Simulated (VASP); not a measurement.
# Os (P6_3/mmc) in VASP: further runs, part 2 of 2

VASP 6.6.1. Earlier steps stand in the parts before.

**4. Electric field gradients, PBE**

This run uses another cell than the first one, of 14.27 Å³/atom, 1.053 times its volume.

Input file INCAR:

```
ALGO = Normal ; EDIFF = 1E-8
ENCUT = 520 ; GGA = PE
ISIF = 2 ; ISMEAR = -1
LASPH = T ; LCHARG = F
LEFG = T ; LREAL = F
LWAVE = F ; NBANDS = 15
NELM = 100 ; PREC = Accurate
SIGMA = 0.03
```

Input file KPOINTS:

```
k-points
0
Gamma
  16 16 9
```

Input file POSCAR:

```
Os
1.0
    2.7532447616      0.0000000000      0.0000000000
   -1.3766223808      2.3843799064      0.0000000000
    0.0000000000      0.0000000000      4.3480091012
Os
2
Direct
    0.3333333333      0.6666666667      0.2500000000
    0.6666666667      0.3333333333      0.7500000000
```

Potentials or basis: VASP PAW PBE potentials, release 64 (Os).

Started as:

```sh
$ cat potpaw_PBE.64/Os/POTCAR > POTCAR
$ mpirun -np 1 vasp_std > vasp.out
```

OUTCAR:

```text
EDIFF = 1E-8
   ENCUT = 520
   GGA = PE
   ISIF = 2
   ISMEAR = -1
   LASPH = T
   LREAL = F
   NELM = 100
   PREC = Accurate

 ion  position               nearest neighbor table
   1  0.333  0.667  0.250-   2 2.69   2 2.69   2 2.69   2 2.69   2 2.69   2 2.69
   2  0.667  0.333  0.750-   1 2.69   1 2.69   1 2.69   1 2.69   1 2.69   1 2.69

  LATTYP: Found a hexagonal cell.
 ALAT       =     2.7532447616
 C/A-ratio  =     1.5792308631

  Lattice vectors:

 A1 = (   2.7532447616,   0.0000000000,   0.0000000000)
 A2 = (  -1.3766223808,   2.3843799064,   0.0000000000)
 A3 = (   0.0000000000,   0.0000000000,   4.3480091012)

Analysis of symmetry for initial positions (statically):
=====================================================================
 Subroutine PRICEL returns:
 Original cell was already a primitive cell.

 Routine SETGRP: Setting up the symmetry group for a
 hexagonal supercell.

 Subroutine GETGRP returns: Found 24 space group operations
 (whereof 12 operations were pure point group operations)
 out of a pool of 24 trial point group operations.

The static configuration has the point symmetry D_3d.
 The point group associated with its full space group is D_6h.

Analysis of symmetry for dynamics (positions and initial velocities):
=====================================================================
 Subroutine PRICEL returns:
 Original cell was already a primitive cell.

 Routine SETGRP: Setting up the symmetry group for a
 hexagonal supercell.

 Subroutine GETGRP returns: Found 24 space group operations
 (whereof 12 operations were pure point group operations)
 out of a pool of 24 trial point group operations.

The dynamic configuration has the point symmetry D_3d.
 The point group associated with its full space group is D_6h.

 Subroutine INISYM returns: Found 24 space group operations
 (whereof 12 operations are pure point group operations),
 and found     1 'primitive' translations

----------------------------------------------------------------------------------------

                                     Primitive cell

  volume of cell :      28.5437

  direct lattice vectors                    reciprocal lattice vectors
     2.753244762  0.000000000  0.000000000     0.363207810  0.209698127  0.000000000
    -1.376622381  2.384379906  0.000000000     0.000000000  0.419396254  0.000000000
     0.000000000  0.000000000  4.348009101     0.000000000  0.000000000  0.229990319

  length of vectors
     2.753244762  2.753244762  4.348009101     0.419396254  0.419396254  0.229990319

  position of ions in fractional coordinates (direct lattice)
     0.333333333  0.666666667  0.250000000
     0.666666667  0.333333333  0.750000000

  ion indices of the primitive-cell ions
   primitive index   ion index
                 1           1
                 2           2

----------------------------------------------------------------------------------------
[... 81 lines left out ...]
   NELECT =      16.0000    total number of electrons
   NUPDOWN=      -1.0000    fix difference up-down
   EMIN   =  10.00;   EMAX   =-10.00  energy-range for DOS
   EFERMI =   0.00;   METHOD = LEGACY
   ISMEAR =    -1;   SIGMA  =   0.03  broadening in eV -4-tet -1-fermi 0-gaus
   EFERMI_NEDOS =   21; number of points for ismear=-14 and -15
   IALGO  =     38    algorithm
   IMIX   =      4    mixing-type and parameters
     AMIX     =   0.40;   BMIX     =  1.00
     AMIX_MAG =   1.60;   BMIX_MAG =  1.00
  volume/ion in A,a.u.               =      14.27        96.31
  Fermi-wavevector in a.u.,A,eV,Ry     =   1.349826  2.550802 24.790241  1.822031
  Thomas-Fermi vector in A             =   2.477381
   LORBIT       =      0    0 simple, 1 ext, 2 COOP (PROOUT), +10 PAW based schemes
   GGA     = PE    functional components
   LHFCALC =     F    Hartree Fock is set to
   AEXX    =    0.0000 exact exchange contribution
   IVDW    =     0    specifies the selected vdW correction
   LEPSILON=     F    determine dielectric tensor
   LRPA    =     F    only Hartree local field effects (RPA)
 non-spin polarized calculation
  energy-cutoff  :      520.00
  volume of cell :       28.54
 maximum number of plane-waves:       782
   NGX = 11   NGY = 11   NGZ = 17

 number of electron      15.9999999 magnetization

 Free energy of the ion-electron system (eV)
  ---------------------------------------------------
  ext. energy  EPLUGINS =         0.00000000
  ---------------------------------------------------
  free energy    TOTEN  =       -22.50572425 eV

  energy without entropy =      -22.50293039  energy(sigma->0) =      -22.50432732

 E-fermi :   9.1825     XC(G=0): -13.9422

 val. band max:        9.1751290158   @ k =   0.2500   0.0000   0.3333
 cond. band min:       9.1866553625   @ k =   0.3750   0.1250   0.3333
 fundamental gap:      0.0115263467
 Fermi energy:         9.1824627509

 k-point     1 :       0.0000    0.0000    0.0000
  band No.  band energies     occupation
      1      -1.5961      2.00000
      2       1.5618      2.00000
      3       6.1995      2.00000
      4       6.1995      2.00000
      5       6.4509      2.00000
      6       7.0146      2.00000
      7       7.0146      2.00000
      8       7.6445      2.00000
      9       7.6445      2.00000
     10       9.1970      0.76253
     11      10.8031      0.00000
     12      10.8031      0.00000
     13      18.0069      0.00000
     14      23.2032      0.00000
[... 401 lines left out ...]
      2       3.4420      2.00000
      3       3.5187      2.00000
      4       4.3004      2.00000
      5       5.5855      2.00000
      6       6.7368      2.00000
      7       6.9011      2.00000
      8       9.0444      1.98012
      9      10.6200      0.00000
     10      11.3745      0.00000
     11      11.8495      0.00000
     12      17.6154      0.00000
     13      19.0912      0.00000
     14      20.0357      0.00000
     15      20.2012      0.00000

 [... further k-points ...]
[... 5 lines left out ...]
  --------------------------------------------------------------------------------------
  -------------------------------------------------------------------------------------
  Total       -0.0195892     -0.0195892     -0.0413325      0.0000000     -0.0000000      0.0000000
  in kB       -1.0995551     -1.0995551     -2.3200181      0.0000000     -0.0000000      0.0000000
  external PRESSURE =      -1.5063761 kB  Pullay stress =       0.0000000 kB

 VOLUME and BASIS-vectors are now :
 -----------------------------------------------------------------------------
  energy-cutoff  :      520.00
  volume of cell :       28.54
      direct lattice vectors                 reciprocal lattice vectors
     2.753244762  0.000000000  0.000000000     0.363207810  0.209698127  0.000000000
    -1.376622381  2.384379906  0.000000000     0.000000000  0.419396254  0.000000000
     0.000000000  0.000000000  4.348009101     0.000000000  0.000000000  0.229990319

 POSITION                                       TOTAL-FORCE (eV/Angst)
 -----------------------------------------------------------------------------------
     -0.00000      1.58959      1.08700         0.000000      0.000000      0.000000
      1.37662      0.79479      3.26101        -0.000000     -0.000000      0.000000
 -----------------------------------------------------------------------------------
    total drift:                               -0.000000      0.000000     -0.000000

  FREE ENERGIE OF THE ION-ELECTRON SYSTEM (eV)
  ---------------------------------------------------
  free  energy   TOTEN  =       -22.5057242523 eV

  energy  without entropy=      -22.5029303903  energy(sigma->0) =      -22.50432732

 Electric field gradients (V/A^2)
---------------------------------------------------------------------
 ion       V_xx      V_yy      V_zz      V_xy      V_xz      V_yz
---------------------------------------------------------------------
   1      38.653    38.653   -77.305    -0.000     0.000     0.000
   2      38.653    38.653   -77.305    -0.000     0.000     0.000
---------------------------------------------------------------------

 Electric field gradients after diagonalization (V/A^2)
 (convention: |V_zz| > |V_xx| > |V_yy|)
----------------------------------------------------------------------
 ion       V_xx      V_yy      V_zz     asymmetry (V_yy - V_xx)/ V_zz
----------------------------------------------------------------------
   1      38.653    38.652   -77.305       0.000
   2      38.653    38.652   -77.305       0.000
----------------------------------------------------------------------

           NMR quadrupolar parameters

 Cq : quadrupolar parameter    Cq=e*Q*V_zz/h
 eta: asymmetry parameters     (V_yy - V_xx)/ V_zz
 Q  : nuclear electric quadrupole moment in mb (millibarn)
----------------------------------------------------------------------
 ion       Cq(MHz)       eta       Q (mb)
----------------------------------------------------------------------
   1      -0.187       0.000       1.000
   2      -0.187       0.000       1.000
----------------------------------------------------------------------
```

OSZICAR:

```text
N       E                     dE             d eps       ncg     rms          rms(c)
DAV:   1     0.102139865250E+03    0.10214E+03   -0.74194E+03  4500   0.102E+03
DAV:   2    -0.190940816397E+02   -0.12123E+03   -0.10592E+03  4598   0.325E+02
DAV:   3    -0.239053430907E+02   -0.48113E+01   -0.46448E+01  6040   0.569E+01
DAV:   4    -0.239416040438E+02   -0.36261E-01   -0.36199E-01  4942   0.517E+00
DAV:   5    -0.239418040132E+02   -0.19997E-03   -0.19996E-03  6076   0.356E-01    0.223E+01
DAV:   6    -0.228330717284E+02    0.11087E+01   -0.94236E-01  5704   0.827E+00    0.994E+00
DAV:   7    -0.225137891243E+02    0.31928E+00   -0.63661E-01  5788   0.668E+00    0.490E-01
DAV:   8    -0.225087492537E+02    0.50399E-02   -0.64580E-03  4598   0.590E-01    0.345E-01
DAV:   9    -0.225057256657E+02    0.30236E-02   -0.17763E-03  5445   0.413E-01    0.469E-02
DAV:  10    -0.225057465626E+02   -0.20897E-04   -0.75865E-05  5816   0.757E-02    0.107E-02
DAV:  11    -0.225057256704E+02    0.20892E-04   -0.37998E-06  5004   0.200E-02    0.174E-03
DAV:  12    -0.225057246243E+02    0.10461E-05   -0.11421E-07  5963   0.346E-03    0.886E-04
DAV:  13    -0.225057243511E+02    0.27319E-06   -0.30390E-09  3678   0.526E-04    0.353E-04
DAV:  14    -0.225057242563E+02    0.94857E-07   -0.44979E-10  3069   0.159E-04    0.633E-05
DAV:  15    -0.225057242523E+02    0.39410E-08   -0.70462E-11  2845   0.955E-05
   1 F= -.22505724E+02 E0= -.22504327E+02  d E =-.279386E-02
```

stdout:

```text
POSCAR found type information on POSCAR Os
 POSCAR found :  1 types and       2 ions
 scaLAPACK will be used
 LDA part: xc-table for (Slater+PW92), standard interpolation
 POSCAR, INCAR and KPOINTS ok, starting setup
 FFT: planning ... GRIDC
 FFT: planning ... GRID_SOFT
 FFT: planning ... GRID
 WAVECAR not read
 entering main loop
ion   1

ion   2
```

Wall time 55 s (1 thread of Intel Xeon Platinum 8375C at 2.90GHz (Ice Lake), shared host); peak memory 0.18 GiB.

What came out:

```
Free energy            : -22.5057 eV
Pressure               : -0.2 GPa
Band gap on the k mesh : zero (band 8 reaches 11.13 eV, above the bottom of band 9 at 7.41 eV)
```

Levels at points of the mesh, in eV from the Fermi level:
```
           k point  band 4  band 5  band 6  band 7  band 8  band 9  band 10  band 11  band 12  band 13
(0.00, 0.00, 0.00)   -2.98   -2.73   -2.17   -2.17   -1.54   -1.54     0.01     1.62     1.62     8.82
(0.50, 0.00, 0.00)   -3.47   -2.87   -2.52   -1.85    1.94    2.49     2.61     4.27     5.54     9.16
```

Electric field gradients, principal values (V/Å²):
```tsv
atom	least	middle	greatest (by size)
1 Os	38.652	38.653	-77.305
2 Os	38.652	38.653	-77.305
```

Caveat: without QUAD_EFG the Cq values of the log hold for a quadrupole moment of 1 mb, not for the nuclei; spin-orbit coupling is left out, which moves the levels of the heavy elements.

**5. Electric field gradients, PBE (volume scaled by 1.025)**

Input file INCAR:

```
ALGO = Normal
EDIFF = 1E-8
ENCUT = 520
GGA = PE
ISIF = 2
ISMEAR = -1
LASPH = True
LCHARG = False
LEFG = True
LREAL = False
LWAVE = False
NBANDS = 15
NELM = 60
PREC = Accurate
SIGMA = 0.03
```

KPOINTS is that of step 4.

Input file POSCAR:

```
Os
1.0
    2.7759998825      0.0000000000      0.0000000000
   -1.3879999413      2.4040864191      0.0000000000
    0.0000000000      0.0000000000      4.3839446904
Os
2
Direct
    0.3333333333      0.6666666667      0.2500000000
    0.6666666667      0.3333333333      0.7500000000
```

Potentials or basis: VASP PAW PBE potentials, release 64 (Os).

Started as:

```sh
$ cat potpaw_PBE.64/Os/POTCAR > POTCAR
$ mpirun -np 1 vasp_std > vasp.out
```

OUTCAR:

```text
EDIFF = 1E-8
   ENCUT = 520
   GGA = PE
   ISIF = 2
   ISMEAR = -1
   LASPH = True
   LREAL = False
   NELM = 60
   PREC = Accurate

 ion  position               nearest neighbor table
   1  0.333  0.667  0.250-   2 2.72   2 2.72   2 2.72   2 2.72   2 2.72   2 2.72
   2  0.667  0.333  0.750-   1 2.72   1 2.72   1 2.72   1 2.72   1 2.72   1 2.72

  LATTYP: Found a hexagonal cell.
 ALAT       =     2.7759998825
 C/A-ratio  =     1.5792308631

  Lattice vectors:

 A1 = (   2.7759998825,   0.0000000000,   0.0000000000)
 A2 = (  -1.3879999413,   2.4040864191,   0.0000000000)
 A3 = (   0.0000000000,   0.0000000000,   4.3839446904)

Analysis of symmetry for initial positions (statically):
=====================================================================
 Subroutine PRICEL returns:
 Original cell was already a primitive cell.

 Routine SETGRP: Setting up the symmetry group for a
[... 623 lines left out ...]
  energy-cutoff  :      520.00
  volume of cell :       29.26
      direct lattice vectors                 reciprocal lattice vectors
     2.775999882  0.000000000  0.000000000     0.360230563  0.207979212  0.000000000
    -1.387999941  2.404086419  0.000000000     0.000000000  0.415958425  0.000000000
     0.000000000  0.000000000  4.383944690     0.000000000  0.000000000  0.228105068

 POSITION                                       TOTAL-FORCE (eV/Angst)
 -----------------------------------------------------------------------------------
     -0.00000      1.60272      1.09599        -0.000000      0.000000      0.000000
      1.38800      0.80136      3.28796         0.000000      0.000000      0.000000
 -----------------------------------------------------------------------------------
    total drift:                               -0.000000      0.000000     -0.000000

  FREE ENERGIE OF THE ION-ELECTRON SYSTEM (eV)
  ---------------------------------------------------
  free  energy   TOTEN  =       -22.4841750242 eV

  energy  without entropy=      -22.4812654675  energy(sigma->0) =      -22.48272025

 Electric field gradients (V/A^2)
---------------------------------------------------------------------
 ion       V_xx      V_yy      V_zz      V_xy      V_xz      V_yz
---------------------------------------------------------------------
   1      36.975    36.975   -73.949    -0.000     0.000    -0.000
   2      36.975    36.975   -73.949    -0.000    -0.000     0.000
---------------------------------------------------------------------

 Electric field gradients after diagonalization (V/A^2)
 (convention: |V_zz| > |V_xx| > |V_yy|)
----------------------------------------------------------------------
 ion       V_xx      V_yy      V_zz     asymmetry (V_yy - V_xx)/ V_zz
----------------------------------------------------------------------
   1      36.975    36.975   -73.949       0.000
   2      36.975    36.975   -73.949       0.000
----------------------------------------------------------------------

           NMR quadrupolar parameters

 Cq : quadrupolar parameter    Cq=e*Q*V_zz/h
 eta: asymmetry parameters     (V_yy - V_xx)/ V_zz
 Q  : nuclear electric quadrupole moment in mb (millibarn)
----------------------------------------------------------------------
 ion       Cq(MHz)       eta       Q (mb)
----------------------------------------------------------------------
   1      -0.179       0.000       1.000
   2      -0.179       0.000       1.000
----------------------------------------------------------------------
```

Run time: 64 s. Hardware: 1 thread of Intel Xeon Platinum 8375C at 2.90GHz (Ice Lake), shared host; peak memory 0.19 GiB.

Results:

```yaml
Free_energy: -22.4842 eV
Pressure: -9.6 GPa
Band_gap_on_the_k_mesh: zero (band 8 reaches 10.68 eV, above the bottom of band 9 at 7.11 eV)
```

Levels at points of the mesh, in eV from the Fermi level:
| k point | band 6 | band 7 | band 8 | band 9 | band 10 | band 11 |
| --- | --- | --- | --- | --- | --- | --- |
| (0.00, 0.00, 0.00) | -2.09 | -2.09 | -1.48 | -1.48 | 0.02 | 1.56 |
| (0.50, 0.00, 0.00) | -2.44 | -1.79 | 1.86 | 2.38 | 2.50 | 4.11 |

Electric field gradients, principal values (V/Å²):
```tsv
atom	least	middle	greatest (by size)
1 Os	36.975	36.975	-73.949
2 Os	36.975	36.975	-73.949
```

Caveat: the cell differs from its parent crystal (volume scaled by 1.025); without QUAD_EFG the Cq values of the log hold for a quadrupole moment of 1 mb, not for the nuclei; spin-orbit coupling is left out, which moves the levels of the heavy elements.

**6. Summary**

```tsv
cell	gap on the mesh (eV)	pressure (GPa)
a = 2.707, b = 2.707, c = 4.274 Å, angles 90.0, 90.0, 120.0°, 2 atoms	none	23.5
a = 2.730, b = 2.730, c = 4.311 Å, angles 90.0, 90.0, 120.0°, 2 atoms	none	10.8
a = 2.753, b = 2.753, c = 4.348 Å, angles 90.0, 90.0, 120.0°, 2 atoms	none	-0.2
a = 2.776, b = 2.776, c = 4.384 Å, angles 90.0, 90.0, 120.0°, 2 atoms	none	-9.6
```

Alike in all rows: task electric field gradients; level PBE; potentials or basis VASP PAW PBE potentials, release 64 (Os); no spin polarisation; k mesh 16 × 16 × 9; cutoff (eV) 520; smearing fermi-dirac 0.03 eV.

Caveats: spin-orbit coupling is left out, which moves the levels of the heavy elements.

Absolute energies hang on the potentials; compare differences alone.
